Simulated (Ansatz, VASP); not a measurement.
# One calculation of KCl, two programs

POSCAR

```
KCl
1.0
    0.0000000000      3.1448471320      3.1448471320
    3.3250468726      0.0000000000      3.1448471320
    3.3250468726      3.1448471320      0.0000000000
K Cl
1 1
Direct
    0.0000000000      0.0000000000      0.0000000000
    0.5000000000      0.5000000000      0.5000000000
```

Contents of INCAR.step1:

```
SYSTEM = KCl
ALGO = Normal
EDIFF = 1E-5
ENCUT = 520
GGA = PE
ISIF = 2
ISMEAR = 0
KPAR = 4
LASPH = .True.
LCHARG = .False.
LREAL = .False.
LWAVE = .True.
NBANDS = 15
NELM = 80
PREC = Accurate
SIGMA = 0.01
```

The input INCAR.step2:

```
SYSTEM = KCl
ALGO = Normal
EDIFF = 1E-7
ENCUT = 520
GGA = PE
HFSCREEN = 0.2079
ISIF = 2
ISMEAR = 0
ISTART = 1
KPAR = 4
LASPH = .True.
LCHARG = .False.
LHFCALC = .True.
LREAL = .False.
LWAVE = .False.
NBANDS = 15
NELM = 80
PREC = Accurate
PRECFOCK = Normal
SIGMA = 0.01
```

KPOINTS

```
k-points
0
Gamma
  6 6 6
  0 0 0
```

Input for Ansatz:

```yaml
crystal:
  lattice:
    - [0.0, 3.144847132, 3.144847132]
    - [3.3250468726, 0.0, 3.144847132]
    - [3.3250468726, 3.144847132, 0.0]
  atoms:
    - { symbol: K, position: [0.0, 0.0, 0.0] }
    - { symbol: Cl, position: [0.5, 0.5, 0.5] }
kpoints:
  mp_grid: { grid: [6, 6, 6] }
  band_path:
    path:
      - [0.0, 0.0, 0.0]
      - [0.5, 0.0, 0.5]
      - [0.625, 0.25, 0.625]
      - [0.375, 0.375, 0.75]
      - [0.5, 0.5, 0.5]
      - [0.5, 0.25, 0.75]
    npoints: 1
hamiltonian:
  xc: hse06
scf:
  occupations: { method: fixed }
  n_extra_bands: 4
output:
  forces: true
  stress: true
  eigenvalues: true
  write_density: true
  write_potential: true
  elf: true
  volumetric_format: npy
```

Change from the starting cell: uniaxial_x strain +5.7%.

Alike in both runs: task single point; functional HSE06; k mesh 6 × 6 × 6; no spin polarisation.

|  | VASP | Ansatz |
| --- | --- | --- |
| version | VASP 6.6.1 | Ansatz 0.2.0 |
| potentials or method | VASP PAW PBE potentials, release 64 (K_sv, Cl) | plane waves, PAW |
| plane-wave cutoff (eV) | 520 | 420 |
| occupations | gaussian, width 0.01 eV | fixed |
| valence electrons in the cell | 16 | 16 |

VASP gave:

| Quantity | Value |
| --- | --- |
| gap on the k mesh at the Fermi level (eV) | 6.29 |
| pressure (GPa) | -0.3 |
| traceless stress, the component that is largest in VASP (GPa) | -0.92 |

**Question.** What did Ansatz give for the same quantities?

**Answer.** gap on the k mesh at the Fermi level (eV): 6.29; pressure (GPa): -0.3; traceless stress, the component that is largest in VASP (GPa): -0.90.

Ansatz's warnings: stress exchange threshold loose, stress scf threshold loose.
